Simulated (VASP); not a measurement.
# As in VASP: a series of runs

Runs on As. Level: PBE+D3(BJ). Tasks: single point.

Program: VASP 6.6.1. These are calculated values, not measurements. Logs are shortened: lines on timing, memory, paths and dates and some standing lists are left out, and cuts for length are marked.

## (1) The cell of the first run

The cell holds a slab with vacuum, 2 atoms: a = 3.693 Å, b = 3.693 Å, c = 28.574 Å, α = 90.00°, β = 90.00°, γ = 120.00°.

## (2) Single point, PBE+D3(BJ)

Input file INCAR:

```
SYSTEM = As
PREC     = Accurate       ! precision mode
ENCUT    = 520            ! plane-wave cutoff, eV
EDIFF    = 1E-7           ! SCF threshold, eV
ISMEAR   = 0              ! smearing method
SIGMA    = 0.02           ! smearing width, eV
LREAL    = .FALSE.        ! projectors in reciprocal space
LASPH    = .TRUE.         ! aspherical terms in the spheres
NELM     = 100            ! most SCF steps
ALGO     = Normal         ! electronic algorithm
ISIF     = 2              ! what is computed and relaxed
LWAVE    = .FALSE.        ! write WAVECAR
LCHARG   = .FALSE.        ! write CHGCAR
LDIPOL   = .TRUE.       
IDIPOL   = 3            
DIPOL    = 0.5 0.5 0.500
GGA      = PE             ! functional
IVDW     = 12             ! dispersion correction
NBANDS   = 12             ! bands
```

Input file KPOINTS:

```
Automatic mesh
0
G
  9 9 1
  0 0 0
```

Input file POSCAR:

```
As
1.0
    3.6930000000      0.0000000000      0.0000000000
   -1.8465000000      3.1982318162      0.0000000000
    0.0000000000      0.0000000000     28.5742413766
As
2
Direct
    0.3333333333      0.6666666667      0.4790370638
    0.6666666667      0.3333333333      0.5209629362
```

Potentials or basis: VASP PAW PBE potentials, release 64 (As).

The run is started by

```console
$ cat potpaw_PBE.64/As/POTCAR > POTCAR
$ mpirun -np 1 vasp_std > vasp.out
```

OUTCAR:

```text
SYSTEM = As
   PREC = Accurate
   ENCUT = 520
   EDIFF = 1E-7
   ISMEAR = 0
   LREAL = .FALSE.
   LASPH = .TRUE.
   NELM = 100
   ISIF = 2
   GGA = PE
   IVDW = 12
 IVDW          = 12

 ion  position               nearest neighbor table
   1  0.333  0.667  0.479-   2 2.45   2 2.45   2 2.45
   2  0.667  0.333  0.521-   1 2.45   1 2.45   1 2.45

  LATTYP: Found a hexagonal cell.
 ALAT       =     3.6930000000
 C/A-ratio  =     7.7374062758

  Lattice vectors:

 A1 = (   3.6930000000,   0.0000000000,   0.0000000000)
 A2 = (  -1.8465000000,   3.1982318162,   0.0000000000)
 A3 = (   0.0000000000,   0.0000000000,  28.5742413766)

Analysis of symmetry for initial positions (statically):
=====================================================================
 Subroutine PRICEL returns:
 Original cell was already a primitive cell.

 Routine SETGRP: Setting up the symmetry group for a
 hexagonal supercell.

 Subroutine GETGRP returns: Found 12 space group operations
 (whereof 12 operations were pure point group operations)
 out of a pool of 24 trial point group operations.

The static configuration has the point symmetry D_3d.

Analysis of symmetry for dynamics (positions and initial velocities):
=====================================================================
 Subroutine PRICEL returns:
 Original cell was already a primitive cell.

 Routine SETGRP: Setting up the symmetry group for a
 hexagonal supercell.

 Subroutine GETGRP returns: Found 12 space group operations
 (whereof 12 operations were pure point group operations)
 out of a pool of 24 trial point group operations.

The dynamic configuration has the point symmetry D_3d.

 Subroutine INISYM returns: Found 12 space group operations
 (whereof 12 operations are pure point group operations),
 and found     1 'primitive' translations

----------------------------------------------------------------------------------------

                                     Primitive cell

  volume of cell :     337.4924

  direct lattice vectors                    reciprocal lattice vectors
     3.693000000  0.000000000  0.000000000     0.270782562  0.156336385  0.000000000
    -1.846500000  3.198231816  0.000000000     0.000000000  0.312672770  0.000000000
     0.000000000  0.000000000 28.574241377     0.000000000  0.000000000  0.034996555

  length of vectors
     3.693000000  3.693000000 28.574241377     0.312672770  0.312672770  0.034996555

  position of ions in fractional coordinates (direct lattice)
     0.333333333  0.666666667  0.479037064
     0.666666667  0.333333333  0.520962936

  ion indices of the primitive-cell ions
   primitive index   ion index
                 1           1
                 2           2

----------------------------------------------------------------------------------------

 KPOINTS: Automatic mesh

Automatic generation of k-mesh.
 Grid dimensions read from file:
 generate k-points for:    9    9    1

 Generating k-lattice:

  Cartesian coordinates                     Fractional coordinates (reciprocal lattice)
     0.030086951  0.017370709  0.000000000     0.111111111 -0.000000000  0.000000000
     0.000000000  0.034741419  0.000000000     0.000000000  0.111111111  0.000000000
     0.000000000  0.000000000  0.034996555     0.000000000  0.000000000  1.000000000

  Length of vectors
     0.034741419  0.034741419  0.034996555

  Shift w.r.t. Gamma in fractional coordinates (k-lattice)
     0.000000000  0.000000000  0.000000000

 Subroutine IBZKPT returns following result:
 ===========================================

 Found     12 irreducible k-points:

 Following reciprocal coordinates:
            Coordinates               Weight
  0.000000  0.000000  0.000000      1.000000
  0.111111 -0.000000  0.000000      6.000000
  0.222222  0.000000  0.000000      6.000000
  0.333333  0.000000  0.000000      6.000000
  0.444444  0.000000  0.000000      6.000000
  0.111111  0.111111  0.000000      6.000000
  0.222222  0.111111  0.000000     12.000000
  0.333333  0.111111  0.000000     12.000000
  0.444444  0.111111  0.000000      6.000000
  0.222222  0.222222  0.000000      6.000000
  0.333333  0.222222  0.000000     12.000000
  0.333333  0.333333  0.000000      2.000000
   k-points           NKPTS =     12   k-points in BZ     NKDIM =     12   number of bands    NBANDS=     12
   number of dos      NEDOS =    301   number of ions     NIONS =      2
   total plane-waves  NPLWV = 169344
   dimension x,y,z NGX =    28 NGY =   28 NGZ =  216
   dimension x,y,z NGXF=    56 NGYF=   56 NGZF=  432
   ions per type =               2
   NGX,Y,Z   is equivalent  to a cutoff of  12.60, 12.60, 12.57 a.u.
   NGXF,Y,Z  is equivalent  to a cutoff of  25.21, 25.21, 25.13 a.u.
 SYSTEM =  As
   PREC   = accura    normal or accurate (medium, high low for compatibility)
   ISTART =      0    job   : 0-new  1-cont  2-samecut
   ICHARG =      2    charge: 1-file 2-atom 10-const
   ISPIN  =      1    spin polarized calculation?
   LNONCOLLINEAR =      F non collinear calculations
   LSORBIT =      F    spin-orbit coupling
   LASPH  =      T    aspherical Exc in radial PAW
   ENCUT  =  520.0 eV  38.22 Ry    6.18 a.u.   6.87  6.87 53.13*2*pi/ulx,y,z
   NELM   =    100;   NELMIN=  2; NELMDL= -5     # of ELM steps
   EDIFF  = 0.1E-06   stopping-criterion for ELM
   LREAL  =      F    real-space projection
   EDIFFG = 0.1E-05   stopping-criterion for IOM
   NSW    =      0    number of steps for IOM
   IBRION =     -1    ionic relax: 0-MD 1-quasi-New 2-CG
   NFREE  =      0    steps in history (QN), initial steepest desc. (CG)
   ISIF   =      2    stress and relaxation
   ISYM   =      2    0-nonsym 1-usesym 2-fastsym
   POTIM  = 0.5000    time-step for ionic-motion
   TEBEG  =    0.0;   TEEND  =   0.0 temperature during run
   PSTRESS=    0.0 pullay stress
   NELECT =      10.0000    total number of electrons
   NUPDOWN=      -1.0000    fix difference up-down
   EMIN   =  10.00;   EMAX   =-10.00  energy-range for DOS
   EFERMI =   0.00;   METHOD = LEGACY
   ISMEAR =     0;   SIGMA  =   0.02  broadening in eV -4-tet -1-fermi 0-gaus
   EFERMI_NEDOS =   21; number of points for ismear=-14 and -15
   IALGO  =     38    algorithm
   IMIX   =      4    mixing-type and parameters
     AMIX     =   0.40;   BMIX     =  1.00
     AMIX_MAG =   1.60;   BMIX_MAG =  1.00
  volume/ion in A,a.u.               =     168.75      1138.76
  Fermi-wavevector in a.u.,A,eV,Ry     =   0.506586  0.957309  3.491660  0.256630
  Thomas-Fermi vector in A             =   1.517682
   LORBIT       =      0    0 simple, 1 ext, 2 COOP (PROOUT), +10 PAW based schemes
   GGA     = PE    functional components
   LHFCALC =     F    Hartree Fock is set to
   AEXX    =    0.0000 exact exchange contribution
   IVDW    =    12    specifies the selected vdW correction
   LEPSILON=     F    determine dielectric tensor
   LRPA    =     F    only Hartree local field effects (RPA)
 non-spin polarized calculation
 Gauss-broadening in eV      SIGMA  =   0.02
  energy-cutoff  :      520.00
  volume of cell :      337.49
 maximum number of plane-waves:      9118
 NGX is ok and might be reduce to    28
   NGX = 13   NGY = 13   NGZ =107

 number of electron      10.0000000 magnetization

 number of electron       9.9999999 magnetization

 dipolmoment           0.000000      0.000000     -0.000000 electrons x Angstroem

 Free energy of the ion-electron system (eV)
  ---------------------------------------------------
  ext. energy  EPLUGINS =         0.00000000
  ---------------------------------------------------
  free energy    TOTEN  =        -9.11430616 eV

  energy without entropy =       -9.11430616  energy(sigma->0) =       -9.11430616

 E-fermi :  -3.9743     XC(G=0):  -1.7621

 val. band max:       -4.0770356260   @ k =   0.1111   0.1111   0.0000
 cond. band min:      -3.4453883254   @ k =   0.0000   0.0000   0.0000
 fundamental gap:      0.6316473006
 Fermi energy:        -3.9742686000

 k-point     1 :       0.0000    0.0000    0.0000
  band No.  band energies     occupation
      1     -18.1307      2.00000
      2     -10.8762      2.00000
      3      -5.2496      2.00000
      4      -5.2496      2.00000
      5      -4.1196      2.00000
      6      -3.4454      0.00000
      7      -1.2049      0.00000
      8      -1.2049      0.00000
      9       0.7422      0.00000
     10       1.0296      0.00000
     11       1.4276      0.00000
     12       1.6846      0.00000

 k-point     2 :       0.1111   -0.0000    0.0000
  band No.  band energies     occupation
      1     -17.9746      2.00000
      2     -10.9389      2.00000
      3      -6.4654      2.00000
      4      -5.5589      2.00000
      5      -4.0834      2.00000
      6      -2.5015      0.00000
      7      -1.2288      0.00000
      8      -0.7881      0.00000
      9       0.9238      0.00000
     10       1.1907      0.00000
     11       1.6021      0.00000
     12       1.8651      0.00000

 k-point     3 :       0.2222    0.0000    0.0000
  band No.  band energies     occupation
      1     -17.5146      2.00000
      2     -11.3648      2.00000
      3      -7.6615      2.00000
      4      -6.1575      2.00000
      5      -4.1586      2.00000
      6      -2.7251      0.00000
      7      -0.2092      0.00000
      8      -0.0242      0.00000
      9       1.3967      0.00000
     10       1.6949      0.00000
     11       2.1234      0.00000
     12       2.3932      0.00000
[... 106 lines left out ...]
 k-point    11 :       0.3333    0.2222    0.0000
  band No.  band energies     occupation
      1     -15.5277      2.00000
      2     -13.8787      2.00000
      3      -8.7523      2.00000
      4      -6.7467      2.00000
      5      -5.4661      2.00000
      6      -1.2963      0.00000
      7      -0.2403      0.00000
      8       0.4928      0.00000
      9       2.9444      0.00000
     10       3.8771      0.00000
     11       4.1637      0.00000
     12       4.3263      0.00000

 k-point    12 :       0.3333    0.3333    0.0000
  band No.  band energies     occupation
      1     -14.6977      2.00000
      2     -14.6977      2.00000
      3      -9.1424      2.00000
      4      -6.0704      2.00000
      5      -6.0704      2.00000
      6      -1.6534      0.00000
      7       0.7420      0.00000
      8       0.7420      0.00000
      9       3.5809      0.00000
     10       3.8417      0.00000
     11       3.8417      0.00000
     12       4.9035      0.00000

------------------------ aborting loop because EDIFF is reached ----------------------------------------

 vacuum level on the upper side and lower side of the slab       (xc-potential included)        -0.013        -0.013

 Edisp (eV)   -0.39962

 E8    (eV) :    -0.1817

  FORCE on cell =-STRESS in cart. coord.  units (eV):
  Direction    XX          YY          ZZ          XY          YZ          ZX
  --------------------------------------------------------------------------------------
  -------------------------------------------------------------------------------------
  Total      -0.02268    -0.02268     2.66019     0.00000     0.00000     0.00000
  in kB      -0.10766    -0.10766    12.62871     0.00000     0.00000     0.00000
  external pressure =        4.14 kB  Pullay stress =        0.00 kB

 VOLUME and BASIS-vectors are now :
 -----------------------------------------------------------------------------
  energy-cutoff  :      520.00
  volume of cell :      337.49
      direct lattice vectors                 reciprocal lattice vectors
     3.693000000  0.000000000  0.000000000     0.270782562  0.156336385  0.000000000
    -1.846500000  3.198231816  0.000000000     0.000000000  0.312672770  0.000000000
     0.000000000  0.000000000 28.574241377     0.000000000  0.000000000  0.034996555

 POSITION                                       TOTAL-FORCE (eV/Angst)
 -----------------------------------------------------------------------------------
     -0.00000      2.13215     13.68812        -0.000000      0.000000     -2.221894
      1.84650      1.06608     14.88612         0.000000      0.000000      2.221894
 -----------------------------------------------------------------------------------
    total drift:                               -0.000000     -0.000000      0.000000

  FREE ENERGIE OF THE ION-ELECTRON SYSTEM (eV)
  ---------------------------------------------------
  free  energy   TOTEN  =        -9.5139221628 eV

  energy  without entropy=       -9.5139221628  energy(sigma->0) =       -9.51392216

 vacuum level on the upper side and lower side of the slab         1.279         1.279
```

It took 76 s on 1 thread of Intel Xeon Platinum 8259CL at 2.50GHz (Skylake/Cascade Lake), shared host; peak memory 0.4 GiB.

What came out:

| Property | Result |
| --- | --- |
| Free energy | -9.5139 eV |
| Largest force | 2.222 eV/Å |
| Band gap on the k mesh | 0.63 eV (least direct gap 0.67 eV) |
| Dispersion energy per atom | -0.200 eV |

Forces in eV/Å, atoms in the order of the input:
```
As   0.000  0.000 -2.222
As   0.000  0.000  2.222
```

Levels at points of the mesh, in eV from the valence-band top:
```
           k point  band 3  band 4  band 5  band 6  band 7  band 8
(0.00, 0.00, 0.00)   -1.17   -1.17   -0.04    0.63    2.87    2.87
```

Caveat: semilocal functionals underestimate gaps, and a narrow one can read as zero.

(Continued in part 2 of 2.)

The gap in the log of VASP goes by the Fermi energy; the results here count the filled bands.